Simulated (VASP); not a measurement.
# WC (Qusongite) (P-6m2) in VASP: a series of runs

Runs on WC (Qusongite). Level: PBE. Tasks: single point.

Program: VASP 6.6.1. These are calculated values, not measurements. Logs are shortened: lines on timing, memory, paths and dates and some standing lists are left out, and cuts for length are marked.

## Step 1: The cell of the first run

It takes space group P-6m2 (No. 187, hexagonal). Conventional cell: a = 2.906 Å, b = 2.906 Å, c = 2.837 Å, α = 90.00°, β = 90.00°, γ = 120.00°. W (site symmetry -6m2) has 6 C at 2.20 Å and 2 W at 2.84 Å within 2.9 Å. C (site symmetry -6m2) has 6 W at 2.20 Å and 2 C at 2.84 Å within 2.9 Å.

## Step 2: Single point, PBE

INCAR reads:

```
ALGO = Normal
EDIFF = 1E-6
ENCUT = 520
GGA = PE
ISIF = 2
ISMEAR = -1
LASPH = True
LCHARG = True
LELF = True
LREAL = False
LVHAR = True
LWAVE = False
NBANDS = 16
NELM = 60
PREC = Accurate
SIGMA = 0.15
```

KPOINTS reads:

```
k-points
0
Gamma
  11 11 10
```

POSCAR reads:

```
WC
1.0
    2.9065000000      0.0000000000      0.0000000000
   -1.4532500000      2.5171000000      0.0000000000
    0.0000000000      0.0000000000      2.8366000000
W C
1 1
Direct
    0.0000000000      0.0000000000      0.0000000000
    0.6666666667      0.3333333333      0.5000000000
```

Potentials or basis: VASP PAW PBE potentials, release 64 (W_sv, C).

Started as:

```sh
> cat potpaw_PBE.64/W_sv/POTCAR potpaw_PBE.64/C/POTCAR > POTCAR
> mpirun -np 1 vasp_std > vasp.out
```

OUTCAR:

```text
EDIFF = 1E-6
   ENCUT = 520
   GGA = PE
   ISIF = 2
   ISMEAR = -1
   LASPH = True
   LREAL = False
   NELM = 60
   PREC = Accurate

 ion  position               nearest neighbor table
   1  0.000  0.000  0.000-   2 2.20   2 2.20   2 2.20   2 2.20   2 2.20   2 2.20
   2  0.667  0.333  0.500-   1 2.20   1 2.20   1 2.20   1 2.20   1 2.20   1 2.20

  LATTYP: Found a hexagonal cell.
 ALAT       =     2.9065000000
 C/A-ratio  =     0.9759504559

  Lattice vectors:

 A1 = (   2.9065000000,   0.0000000000,   0.0000000000)
 A2 = (  -1.4532500000,   2.5171000000,   0.0000000000)
 A3 = (   0.0000000000,   0.0000000000,   2.8366000000)

Analysis of symmetry for initial positions (statically):
=====================================================================
 Subroutine PRICEL returns:
 Original cell was already a primitive cell.

 Routine SETGRP: Setting up the symmetry group for a
 hexagonal supercell.

 Subroutine GETGRP returns: Found 12 space group operations
 (whereof 12 operations were pure point group operations)
 out of a pool of 24 trial point group operations.

The static configuration has the point symmetry D_3h.

Analysis of symmetry for dynamics (positions and initial velocities):
=====================================================================
 Subroutine PRICEL returns:
 Original cell was already a primitive cell.

 Routine SETGRP: Setting up the symmetry group for a
 hexagonal supercell.

 Subroutine GETGRP returns: Found 12 space group operations
 (whereof 12 operations were pure point group operations)
 out of a pool of 24 trial point group operations.

The dynamic configuration has the point symmetry D_3h.

 Subroutine INISYM returns: Found 12 space group operations
 (whereof 12 operations are pure point group operations),
 and found     1 'primitive' translations

----------------------------------------------------------------------------------------

                                     Primitive cell

  volume of cell :      20.7524

  direct lattice vectors                    reciprocal lattice vectors
     2.906500000  0.000000000  0.000000000     0.344056425  0.198641294  0.000000000
    -1.453250000  2.517100000  0.000000000     0.000000000  0.397282587  0.000000000
     0.000000000  0.000000000  2.836600000     0.000000000  0.000000000  0.352534725

  length of vectors
     2.906500000  2.906497544  2.836600000     0.397282251  0.397282587  0.352534725

  position of ions in fractional coordinates (direct lattice)
     0.000000000  0.000000000  0.000000000
     0.666666667  0.333333333  0.500000000

  ion indices of the primitive-cell ions
   primitive index   ion index
                 1           1
                 2           2

----------------------------------------------------------------------------------------

 KPOINTS: k-points

Automatic generation of k-mesh.
 Grid dimensions read from file:
 generate k-points for:   11   11   10

 Generating k-lattice:

  Cartesian coordinates                     Fractional coordinates (reciprocal lattice)
     0.031277857  0.018058299  0.000000000     0.090909091  0.000000000  0.000000000
     0.000000000  0.036116599  0.000000000     0.000000000  0.090909091  0.000000000
     0.000000000  0.000000000  0.035253472     0.000000000  0.000000000  0.100000000

  Length of vectors
     0.036116568  0.036116599  0.035253472

  Shift w.r.t. Gamma in fractional coordinates (k-lattice)
     0.000000000  0.000000000  0.000000000

 Subroutine IBZKPT returns following result:
 ===========================================

 Found     96 irreducible k-points:

 Following reciprocal coordinates:
            Coordinates               Weight
  0.000000  0.000000  0.000000      1.000000
  0.090909  0.000000  0.000000      6.000000
  0.181818  0.000000  0.000000      6.000000
  0.272727  0.000000  0.000000      6.000000
  0.363636  0.000000  0.000000      6.000000
  0.454545  0.000000  0.000000      6.000000
[... 16 lines left out ...]
  0.090909  0.090909  0.100000     12.000000
  0.181818  0.090909  0.100000     24.000000
 [... further k-points ...]
   k-points           NKPTS =     96   k-points in BZ     NKDIM =     96   number of bands    NBANDS=     16
   number of dos      NEDOS =    301   number of ions     NIONS =      2
   total plane-waves  NPLWV =  13824
   dimension x,y,z NGX =    24 NGY =   24 NGZ =   24
   dimension x,y,z NGXF=    48 NGYF=   48 NGZF=   48
   ions per type =               1   1
   NGX,Y,Z   is equivalent  to a cutoff of  13.73, 13.73, 14.07 a.u.
   NGXF,Y,Z  is equivalent  to a cutoff of  27.46, 27.46, 28.13 a.u.
 SYSTEM =  unknown system
   PREC   = accura    normal or accurate (medium, high low for compatibility)
   ISTART =      0    job   : 0-new  1-cont  2-samecut
   ICHARG =      2    charge: 1-file 2-atom 10-const
   ISPIN  =      1    spin polarized calculation?
   LNONCOLLINEAR =      F non collinear calculations
   LSORBIT =      F    spin-orbit coupling
   LASPH  =      T    aspherical Exc in radial PAW
   ENCUT  =  520.0 eV  38.22 Ry    6.18 a.u.   5.40  5.40  5.27*2*pi/ulx,y,z
   NELM   =     60;   NELMIN=  2; NELMDL= -5     # of ELM steps
   EDIFF  = 0.1E-05   stopping-criterion for ELM
   LREAL  =      F    real-space projection
   EDIFFG = 0.1E-04   stopping-criterion for IOM
   NSW    =      0    number of steps for IOM
   IBRION =     -1    ionic relax: 0-MD 1-quasi-New 2-CG
   NFREE  =      0    steps in history (QN), initial steepest desc. (CG)
   ISIF   =      2    stress and relaxation
   ISYM   =      2    0-nonsym 1-usesym 2-fastsym
   POTIM  = 0.5000    time-step for ionic-motion
   TEBEG  =    0.0;   TEEND  =   0.0 temperature during run
   PSTRESS=    0.0 pullay stress
   NELECT =      18.0000    total number of electrons
   NUPDOWN=      -1.0000    fix difference up-down
   EMIN   =  10.00;   EMAX   =-10.00  energy-range for DOS
   EFERMI =   0.00;   METHOD = LEGACY
   ISMEAR =    -1;   SIGMA  =   0.15  broadening in eV -4-tet -1-fermi 0-gaus
   EFERMI_NEDOS =   21; number of points for ismear=-14 and -15
   IALGO  =     38    algorithm
   IMIX   =      4    mixing-type and parameters
     AMIX     =   0.40;   BMIX     =  1.00
     AMIX_MAG =   1.60;   BMIX_MAG =  1.00
  volume/ion in A,a.u.               =      10.38        70.02
  Fermi-wavevector in a.u.,A,eV,Ry     =   1.561263  2.950359 33.164769  2.437542
  Thomas-Fermi vector in A             =   2.664354
   LORBIT       =      0    0 simple, 1 ext, 2 COOP (PROOUT), +10 PAW based schemes
   GGA     = PE    functional components
   LHFCALC =     F    Hartree Fock is set to
   AEXX    =    0.0000 exact exchange contribution
   IVDW    =     0    specifies the selected vdW correction
   LEPSILON=     F    determine dielectric tensor
   LRPA    =     F    only Hartree local field effects (RPA)
 non-spin polarized calculation
  energy-cutoff  :      520.00
  volume of cell :       20.75
 maximum number of plane-waves:       580
 NGX is ok and might be reduce to    24
   NGX = 11   NGY = 11   NGZ = 11

 number of electron      18.0000000 magnetization

 Free energy of the ion-electron system (eV)
  ---------------------------------------------------
  ext. energy  EPLUGINS =         0.00000000
  ---------------------------------------------------
  free energy    TOTEN  =       -22.45336742 eV

  energy without entropy =      -22.43093295  energy(sigma->0) =      -22.44215018

 E-fermi :  11.1377     XC(G=0): -13.7997

 val. band max:       11.1352654994   @ k =   0.2727   0.2727   0.0000
 cond. band min:      11.1499087472   @ k =   0.0000   0.0000   0.1000
 fundamental gap:      0.0146432478
 Fermi energy:        11.1377428566

 k-point     1 :       0.0000    0.0000    0.0000
  band No.  band energies     occupation
      1     -62.9196      2.00000
      2     -26.9022      2.00000
      3     -26.7983      2.00000
      4     -26.7983      2.00000
      5      -3.3726      2.00000
      6       6.7675      2.00000
[... 8 lines left out ...]
     15      25.4242      0.00000
     16      27.8161      0.00000

 k-point     2 :       0.0909    0.0000    0.0000
  band No.  band energies     occupation
      1     -62.9150      2.00000
      2     -26.8935      2.00000
      3     -26.8664      2.00000
      4     -26.8137      2.00000
      5      -3.1566      2.00000
      6       6.8103      2.00000
[... 8 lines left out ...]
     15      25.0307      0.00000
     16      28.2698      0.00000

 k-point     3 :       0.1818    0.0000    0.0000
  band No.  band energies     occupation
      1     -62.9026      2.00000
      2     -27.0457      2.00000
      3     -26.8699      2.00000
      4     -26.8548      2.00000
      5      -2.5532      2.00000
      6       6.2527      2.00000
[... 8 lines left out ...]
     15      24.7624      0.00000
     16      29.4968      0.00000

 k-point     4 :       0.2727    0.0000    0.0000
  band No.  band energies     occupation
      1     -62.8863      2.00000
      2     -27.2737      2.00000
      3     -26.9081      2.00000
      4     -26.8389      2.00000
      5      -1.6894      2.00000
      6       5.3394      2.00000
[... 8 lines left out ...]
     15      25.3753      0.00000
     16      29.0164      0.00000

 k-point     5 :       0.3636    0.0000    0.0000
  band No.  band energies     occupation
      1     -62.8714      2.00000
      2     -27.4769      2.00000
      3     -26.9566      2.00000
      4     -26.8103      2.00000
      5      -0.7717      2.00000
      6       4.5704      2.00000
[... 8 lines left out ...]
     15      25.7743      0.00000
     16      27.7665      0.00000

 k-point     6 :       0.4545    0.0000    0.0000
  band No.  band energies     occupation
      1     -62.8625      2.00000
      2     -27.5950      2.00000
      3     -26.9852      2.00000
      4     -26.7931      2.00000
      5      -0.1228      2.00000
      6       4.1095      2.00000
[... 8 lines left out ...]
     15      24.1668      0.00000
     16      28.9670      0.00000

 k-point     7 :       0.0909    0.0909    0.0000
  band No.  band energies     occupation
      1     -62.9065      2.00000
      2     -26.9859      2.00000
      3     -26.8773      2.00000
      4     -26.8462      2.00000
      5      -2.7461      2.00000
      6       6.4931      2.00000
[... 8 lines left out ...]
     15      24.7839      0.00000
     16      28.9528      0.00000

 k-point     8 :       0.1818    0.0909    0.0000
  band No.  band energies     occupation
      1     -62.8922      2.00000
      2     -27.1791      2.00000
      3     -26.9037      2.00000
      4     -26.8500      2.00000
      5      -2.0063      2.00000
      6       5.6957      2.00000
[... 8 lines left out ...]
     15      25.0156      0.00000
     16      29.2898      0.00000

 k-point     9 :       0.2727    0.0909    0.0000
  band No.  band energies     occupation
      1     -62.8766      2.00000
      2     -27.3829      2.00000
      3     -26.9663      2.00000
      4     -26.8202      2.00000
      5      -1.0954      2.00000
      6       4.9028      2.00000
[... 8 lines left out ...]
     15      26.0314      0.00000
     16      27.9144      0.00000
[... 172 lines left out ...]
 k-point    19 :       0.1818    0.0000    0.1000
  band No.  band energies     occupation
      1     -62.8988      2.00000
      2     -27.0388      2.00000
      3     -26.9415      2.00000
      4     -26.8481      2.00000
      5      -2.3411      2.00000
      6       6.3546      2.00000
[... 8 lines left out ...]
     15      24.5588      0.00000
     16      29.3293      0.00000

 k-point    20 :       0.2727    0.0000    0.1000
  band No.  band energies     occupation
      1     -62.8825      2.00000
      2     -27.2650      2.00000
      3     -26.9094      2.00000
      4     -26.9011      2.00000
      5      -1.5196      2.00000
      6       5.4075      2.00000
[... 8 lines left out ...]
     15      24.9006      0.00000
     16      28.5898      0.00000

 k-point    21 :       0.3636    0.0000    0.1000
  band No.  band energies     occupation
      1     -62.8676      2.00000
      2     -27.4670      2.00000
      3     -26.9493      2.00000
      4     -26.8793      2.00000
      5      -0.6570      2.00000
      6       4.5726      2.00000
[... 8 lines left out ...]
     15      25.2295      0.00000
     16      27.7824      0.00000

 k-point    22 :       0.4545    0.0000    0.1000
  band No.  band energies     occupation
      1     -62.8587      2.00000
      2     -27.5844      2.00000
      3     -26.9777      2.00000
      4     -26.8613      2.00000
      5      -0.0516      2.00000
      6       4.0526      2.00000
[... 8 lines left out ...]
     15      24.1226      0.00000
     16      28.7811      0.00000

 k-point    23 :       0.0909    0.0909    0.1000
  band No.  band energies     occupation
      1     -62.9026      2.00000
      2     -26.9810      2.00000
      3     -26.9477      2.00000
      4     -26.8395      2.00000
      5      -2.5258      2.00000
      6       6.6061      2.00000
[... 8 lines left out ...]
     15      24.6689      0.00000
     16      28.6561      0.00000

 k-point    24 :       0.1818    0.0909    0.1000
  band No.  band energies     occupation
      1     -62.8883      2.00000
      2     -27.1710      2.00000
      3     -26.9210      2.00000
      4     -26.8967      2.00000
      5      -1.8201      2.00000
      6       5.8260      2.00000
[... 8 lines left out ...]
     15      24.6303      0.00000
     16      28.8836      0.00000

 [... further k-points ...]
[... 5 lines left out ...]
  --------------------------------------------------------------------------------------
  -------------------------------------------------------------------------------------
  Total        0.9017793      0.9017773      0.8242113     -0.0000000      0.0000000      0.0000000
  in kB       69.6212699     69.6211130     63.6326880     -0.0000000      0.0000000      0.0000000
  external PRESSURE =      67.6250236 kB  Pullay stress =       0.0000000 kB

 VOLUME and BASIS-vectors are now :
 -----------------------------------------------------------------------------
  energy-cutoff  :      520.00
  volume of cell :       20.75
      direct lattice vectors                 reciprocal lattice vectors
     2.906500000  0.000000000  0.000000000     0.344056425  0.198641294  0.000000000
    -1.453250000  2.517100000  0.000000000     0.000000000  0.397282587  0.000000000
     0.000000000  0.000000000  2.836600000     0.000000000  0.000000000  0.352534725

 POSITION                                       TOTAL-FORCE (eV/Angst)
 -----------------------------------------------------------------------------------
      0.00000      0.00000      0.00000        -0.000000     -0.000000      0.000000
      1.45325      0.83903      1.41830         0.000000      0.000000      0.000000
 -----------------------------------------------------------------------------------
    total drift:                                0.000000     -0.000011     -0.000000

  FREE ENERGIE OF THE ION-ELECTRON SYSTEM (eV)
  ---------------------------------------------------
  free  energy   TOTEN  =       -22.4533674204 eV

  energy  without entropy=      -22.4309329457  energy(sigma->0) =      -22.44215018
```

Wall time 18 s (1 thread of Intel Xeon Platinum 8375C at 2.90GHz (Ice Lake), shared host); peak memory 0.16 GiB.

Results:

- Free energy: -22.4534 eV
- Pressure: 6.8 GPa
- Band gap on the k mesh: zero (band 9 reaches 11.72 eV, above the bottom of band 10 at 10.50 eV)

Caveat: spin-orbit coupling is left out, which moves the levels of the heavy elements.

## Step 3: Single point, PBE

This run uses another cell than the first one, of 10.58 Å³/atom, 1.020 times its volume.

INCAR reads:

```
  PREC = Accurate
  ENCUT = 520
  EDIFF = 1E-6
  ISMEAR = -1
  SIGMA = 0.15
  LREAL = F
  LASPH = T
  NELM = 100
  ALGO = Normal
  ISIF = 2
  LWAVE = F
  LCHARG = T
  GGA = PE
  LELF = T
  LVHAR = T
  NBANDS = 16
```

KPOINTS reads:

```
Automatic mesh
0
Gamma
  11 11 10
```

POSCAR reads:

```
WC
1.0
    2.9257489053      0.0000000000      0.0000000000
   -1.4628744527      2.5337700222      0.0000000000
    0.0000000000      0.0000000000      2.8553859779
W C
1 1
Direct
    0.0000000000      0.0000000000      0.0000000000
    0.6666666667      0.3333333333      0.5000000000
```

Potentials or basis: VASP PAW PBE potentials, release 64 (W_sv, C).

Started as:

```sh
> cat potpaw_PBE.64/W_sv/POTCAR potpaw_PBE.64/C/POTCAR > POTCAR
> mpirun -np 1 vasp_std > vasp.out
```

Run time: 18 s. Hardware: 1 thread of Intel Xeon Platinum 8375C at 2.90GHz (Ice Lake), shared host; peak memory 0.16 GiB.

It converged, with:

```
Free energy            : -22.4608 eV
Pressure               : -1.1 GPa
Band gap on the k mesh : zero (band 9 reaches 11.44 eV, above the bottom of band 10 at 10.24 eV)
```

Stress tensor (GPa, compression positive):
```
-0.53  0.00  0.00
 0.00 -0.53  0.00
 0.00  0.00 -2.31
```

Levels at points of the mesh, in eV from the Fermi level:
```csv
k point,band 6,band 7,band 8,band 9,band 10,band 11,band 12,band 13
"(0.00, 0.00, 0.00)",-4.26,-3.31,-3.31,0.03,3.09,3.09,5.46,5.46
"(0.00, 0.00, 0.50)",-8.58,-2.02,-2.02,-0.61,-0.61,3.53,4.41,4.41
```

Caveat: spin-orbit coupling is left out, which moves the levels of the heavy elements.
